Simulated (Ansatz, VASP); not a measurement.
# Cr in VASP and in Ansatz

INCAR

```
ALGO = Normal ; EDIFF = 1E-6
ENCUT = 520 ; GGA = PE
ISIF = 2 ; ISMEAR = -1
LASPH = True ; LCHARG = False
LREAL = False ; LWAVE = False
NBANDS = 19 ; NELM = 100
PREC = Accurate ; SIGMA = 0.05
```

Contents of KPOINTS:

```
k-points
0
Gamma
  11 11 11
```

Contents of POSCAR:

```
Cr
1.0
    2.7560820190      0.0000000000      0.0000000000
    0.0000000000      2.7560820190      0.0000000000
    0.0000000000      0.0000000000      2.7560820190
Cr
2
Direct
    0.0000000000      0.0000000000      0.0000000000
    0.5000000000      0.5000000000      0.5000000000
```

Input for Ansatz:

```yaml
crystal:
  lattice:
    - [2.756082019, 0.0, 0.0]
    - [0.0, 2.756082019, 0.0]
    - [0.0, 0.0, 2.756082019]
  atoms:
    - { symbol: Cr, position: [0.0, 0.0, 0.0] }
    - { symbol: Cr, position: [0.5, 0.5, 0.5] }
kpoints:
  mp_grid: { grid: [11, 11, 11] }
scf:
  occupations: { method: fermi_dirac, width: 0.05 }
  lower_state_search: "off"
hamiltonian:
  xc: pbe
  pseudopotentials: { kind: paw }
output:
  forces: true
  stress: true
  eigenvalues: true
```

Change from the starting cell: volume scaled by 0.8, no spin polarisation, PAW files.

Alike in both runs: task single point; functional PBE; k mesh 11 × 11 × 11; occupations fermi-dirac, width 0.05 eV; no spin polarisation.

```csv
,VASP,Ansatz
version,VASP 6.6.1,Ansatz 0.2.0
potentials or method,"VASP PAW PBE potentials, release 64 (Cr_pv)","PAW with Ansatz's default frozen-core files, scalar-relativistic"
plane-wave cutoff (eV),520,420
valence electrons in the cell,24,28
```

```tsv
	VASP	Ansatz	Ansatz less VASP
pressure (GPa)	30.8	31.3	+0.52
```

Both programs put the cell under a high pressure, so it lies far from rest at this level. VASP's potentials hold 24 valence electrons a cell and Ansatz's 28, so a difference there can come from the potentials and not from the codes.
